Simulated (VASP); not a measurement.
# MnS (Fm-3m) in VASP: a series of runs, part 2 of 2

VASP 6.6.1.

### 5 Single point, PBE, collinear spin, ferromagnetic start

This run uses another cell than the first one, of 12.16 Å³/atom.

The input, INCAR:

```
PREC = Accurate
ENCUT = 520
EDIFF = 1E-7
ISMEAR = -1
SIGMA = 0.05
LREAL = False
LASPH = True
NELM = 150
ALGO = Normal
ISIF = 2
LWAVE = False
LCHARG = True
ISPIN = 2
MAGMOM = 4 0
LORBIT = 11
LMAXMIX = 4
GGA = PE
LELF = True
LVHAR = True
NBANDS = 20
```

The input, KPOINTS:

```
regular mesh
0
Gamma
  7 7 7
```

The input, POSCAR:

```
MnS
1.0
    0.0000000000      2.2995784222      2.2995784222
    2.2995784222      0.0000000000      2.2995784222
    2.2995784222      2.2995784222      0.0000000000
Mn S
1 1
Direct
    0.0000000000      0.0000000000      0.0000000000
    0.5000000000      0.5000000000      0.5000000000
```

Potentials or basis: VASP PAW PBE potentials, release 64 (Mn_pv, S).

Started as:

```console
$ cat potpaw_PBE.64/Mn_pv/POTCAR potpaw_PBE.64/S/POTCAR > POTCAR
$ mpirun -np 1 vasp_std > vasp.out
```

OUTCAR:

```text
PREC = Accurate
   ENCUT = 520
   EDIFF = 1E-7
   ISMEAR = -1
   LREAL = False
   LASPH = True
   NELM = 150
   ISIF = 2
   ISPIN = 2
   LORBIT = 11
   GGA = PE

 ion  position               nearest neighbor table
   1  0.000  0.000  0.000-   2 2.30   2 2.30   2 2.30   2 2.30   2 2.30   2 2.30
   2  0.500  0.500  0.500-   1 2.30   1 2.30   1 2.30   1 2.30   1 2.30   1 2.30

  LATTYP: Found a face centered cubic cell.
 ALAT       =     4.5991568444

  Lattice vectors:

 A1 = (   0.0000000000,   2.2995784222,   2.2995784222)
 A2 = (   2.2995784222,   0.0000000000,   2.2995784222)
 A3 = (   2.2995784222,   2.2995784222,   0.0000000000)

Analysis of symmetry for initial positions (statically):
=====================================================================
 Subroutine PRICEL returns:
 Original cell was already a primitive cell.

 Routine SETGRP: Setting up the symmetry group for a
 face centered cubic supercell.

 Subroutine GETGRP returns: Found 48 space group operations
[... 649 lines left out ...]
      3     -35.5216      1.00000
      4      -5.8302      1.00000
      5       9.4210      1.00000
      6       9.4210      1.00000
[... 449 lines left out ...]
     19      30.9630      0.00000
     20      32.4670      0.00000

------------------------ aborting loop because EDIFF is reached ----------------------------------------

  FORCE on cell =-STRESS in cart. coord.  units (eV):
  Direction    XX          YY          ZZ          XY          YZ          ZX
  --------------------------------------------------------------------------------------
  -------------------------------------------------------------------------------------
  Total        4.5645601      4.5645601      4.5645601      0.0000000      0.0000000     -0.0000000
  in kB      300.7009804    300.7009804    300.7009804      0.0000000      0.0000000     -0.0000000
  external PRESSURE =     300.7009804 kB  Pullay stress =       0.0000000 kB

 VOLUME and BASIS-vectors are now :
 -----------------------------------------------------------------------------
  energy-cutoff  :      520.00
  volume of cell :       24.32
      direct lattice vectors                 reciprocal lattice vectors
     0.000000000  2.299578422  2.299578422    -0.217431158  0.217431158  0.217431158
     2.299578422  0.000000000  2.299578422     0.217431158 -0.217431158  0.217431158
     2.299578422  2.299578422  0.000000000     0.217431158  0.217431158 -0.217431158

 POSITION                                       TOTAL-FORCE (eV/Angst)
 -----------------------------------------------------------------------------------
      0.00000      0.00000      0.00000         0.000000      0.000000     -0.000000
      2.29958      2.29958      2.29958         0.000000     -0.000000      0.000000
 -----------------------------------------------------------------------------------
    total drift:                                0.000000     -0.000000     -0.000000

  FREE ENERGIE OF THE ION-ELECTRON SYSTEM (eV)
  ---------------------------------------------------
  free  energy   TOTEN  =       -13.4639899341 eV

  energy  without entropy=      -13.4508625216  energy(sigma->0) =      -13.45742623

 total charge

# of ion       s       p       d       tot
------------------------------------------
    1        0.306   6.306   5.244  11.857
    2        1.323   2.483   0.000   3.806
--------------------------------------------------
tot          1.629   8.789   5.244  15.663

 magnetization (x)

# of ion       s       p       d       tot
------------------------------------------
    1        0.056   0.041   2.848   2.945
    2        0.016   0.030   0.000   0.047
--------------------------------------------------
tot          0.072   0.072   2.848   2.992
```

OSZICAR:

```text
N       E                     dE             d eps       ncg     rms          rms(c)
DAV:   1     0.162841912057E+03    0.16284E+03   -0.10187E+04  1608   0.109E+03
DAV:   2    -0.674728944498E+01   -0.16959E+03   -0.15955E+03  1700   0.309E+02
DAV:   3    -0.144483858562E+02   -0.77011E+01   -0.76019E+01  1796   0.699E+01
DAV:   4    -0.145246856310E+02   -0.76300E-01   -0.76252E-01  1800   0.707E+00
DAV:   5    -0.145254810794E+02   -0.79545E-03   -0.79543E-03  1800   0.751E-01    0.187E+01
DAV:   6    -0.138320944320E+02    0.69339E+00   -0.55263E+00  1740   0.335E+01    0.115E+01
DAV:   7    -0.134788170647E+02    0.35328E+00   -0.13944E+00  1720   0.181E+01    0.730E+00
DAV:   8    -0.134628161998E+02    0.16001E-01   -0.40012E-02  1744   0.210E+00    0.371E+00
DAV:   9    -0.134634955189E+02   -0.67932E-03   -0.10050E-02  1932   0.937E-01    0.449E-01
DAV:  10    -0.134639430198E+02   -0.44750E-03   -0.32696E-03  1716   0.594E-01    0.172E-01
DAV:  11    -0.134639862084E+02   -0.43189E-04   -0.20819E-04  1884   0.124E-01    0.104E-01
DAV:  12    -0.134639854280E+02    0.78032E-06   -0.61672E-05  1828   0.500E-02    0.525E-02
DAV:  13    -0.134639889174E+02   -0.34894E-05   -0.66942E-06  1696   0.259E-02    0.263E-02
DAV:  14    -0.134639899399E+02   -0.10224E-05   -0.16051E-06  1820   0.927E-03    0.862E-03
DAV:  15    -0.134639899341E+02    0.57971E-08   -0.52268E-07  1588   0.839E-03
   1 F= -.13463990E+02 E0= -.13457426E+02  d E =-.131274E-01  mag=     3.1230
```

Wall time 28 s (1 thread of Intel Xeon 8259CL, shared host); peak memory 0.15 GiB.

What came out:

* Free energy: -13.4640 eV
* Pressure: 30.1 GPa
* Net moment: 3.12 μB per cell
* Site moments: Mn +2.94; S +0.05 μB
* Valence electrons inside the program's atomic spheres: Mn 11.86; S 3.81

Caveat: the cell stands under pressure; a cell with one magnetic atom can't hold antiferromagnetic order, which such compounds often take; semilocal functionals often make such compounds metallic where correlation or magnetic order opens a gap, which also shifts bond lengths.

### 6 Single point, PBE, collinear spin, ferromagnetic start

This run uses another cell than the first one, of 12.90 Å³/atom.

The input, INCAR:

```
SYSTEM = MnS
PREC = Accurate
ENCUT = 520
EDIFF = 1E-7
ISMEAR = -1
SIGMA = 0.05
LREAL = .False.
LASPH = .True.
NELM = 150
ALGO = Normal
ISIF = 2
LWAVE = .False.
LCHARG = .False.
ISPIN = 2
MAGMOM = 4 0
LORBIT = 11
LMAXMIX = 4
GGA = PE
NBANDS = 20
```

The input, KPOINTS:

```
regular mesh
0
Gamma
  7 7 7
  0 0 0
```

The input, POSCAR:

```
MnS
1.0
    0.0000000000      2.3453787775      2.3453787775
    2.3453787775      0.0000000000      2.3453787775
    2.3453787775      2.3453787775      0.0000000000
Mn S
1 1
Direct
    0.0000000000      0.0000000000      0.0000000000
    0.5000000000      0.5000000000      0.5000000000
```

Potentials or basis: VASP PAW PBE potentials, release 64 (Mn_pv, S).

Started as:

```console
$ cat potpaw_PBE.64/Mn_pv/POTCAR potpaw_PBE.64/S/POTCAR > POTCAR
$ mpirun -np 1 vasp_std > vasp.out
```

Wall time 59 s (1 thread of Intel Xeon 8259CL, shared host); peak memory 0.18 GiB.

It converged, with:

```yaml
Free_energy: -13.6914 eV
Pressure: 20.3 GPa
Net_moment: 3.36 μB per cell
Site_moments: Mn +3.17; S +0.04 μB
Valence_electrons_inside_the_program's_atomic_spheres: Mn 11.74; S 3.78
```

Levels at points of the mesh, in eV from the Fermi level:
Spin up:
| k point | band 7 | band 8 | band 9 | band 10 | band 11 | band 12 | band 13 | band 14 | band 15 | band 16 |
| --- | --- | --- | --- | --- | --- | --- | --- | --- | --- | --- |
| (0.00, 0.00, 0.00) | -3.41 | -3.16 | -3.16 | -2.07 | -2.07 | -2.07 | 4.88 | 9.65 | 9.65 | 9.65 |
Spin down:
```tsv
k point	band 4	band 5	band 6	band 7	band 8	band 9	band 10	band 11	band 12	band 13
(0.00, 0.00, 0.00)	-16.67	-1.92	-1.92	-1.92	-0.82	-0.82	-0.82	-0.74	-0.74	5.48
```

Caveat: the cell stands under pressure; a cell with one magnetic atom can't hold antiferromagnetic order, which such compounds often take; semilocal functionals often make such compounds metallic where correlation or magnetic order opens a gap, which also shifts bond lengths. With open d or f shells a metallic result of PBE can be an artefact of self-interaction; +U or a hybrid may open a gap.

### 7 Overview

```tsv
task	level	potentials or basis	cell	k mesh	cutoff (eV)	grid for exact exchange (PRECFOCK)	share of exact exchange	screening parameter	gap on the mesh (eV)	pressure (GPa)	moment (μB)	relaxed volume (Å³/atom)
single point	PBE-based screened hybrid with 50 % exact exchange	VASP PAW PBE potentials, release 64 (Mn_pv, S)	a = 3.683 Å, angles 60.0°, 2 atoms	5 × 5 × 5	400	Normal	0.5	0.20787 1/Å	2.95	1.7	5.00	-
relaxation of cell and atoms	LDA	VASP PAW LDA potentials, release 64 (Mn_pv, S)	relaxed from a = 3.683 Å, angles 60.0°, 2 atoms	9 × 9 × 9	600	-	-	-	none	0.1	3.51	13.71
relaxation of cell and atoms	PBEsol	VASP PAW PBE potentials, release 64 (Mn_pv, S)	relaxed from a = 3.683 Å, angles 60.0°, 2 atoms	9 × 9 × 9	600	-	-	-	none	-0.1	3.99	14.90
single point	PBE	VASP PAW PBE potentials, release 64 (Mn_pv, S)	a = 3.252 Å, angles 60.0°, 2 atoms	7 × 7 × 7	520	-	-	-	none	30.1	3.12	-
single point	PBE	VASP PAW PBE potentials, release 64 (Mn_pv, S)	a = 3.317 Å, angles 60.0°, 2 atoms	7 × 7 × 7	520	-	-	-	none	20.3	3.36	-
```

Alike in all rows: spin collinear, ferromagnetic start; smearing fermi-dirac 0.05 eV.

Caveats: a cell with one magnetic atom can't hold antiferromagnetic order, which such compounds often take; semilocal functionals often make such compounds metallic where correlation or magnetic order opens a gap, which also shifts bond lengths (at least some runs); the PAW data sets were made with another functional, which shifts forces and pressure a little (at least some runs); the volume moved by over 15 % at a fixed basis, so the end points are rough (at least some runs); the cell stands under pressure (at least some runs); an odd mesh through Γ misses points on the zone boundary, where band edges can lie (at least some runs).

Absolute energies hang on the potentials; compare differences alone.
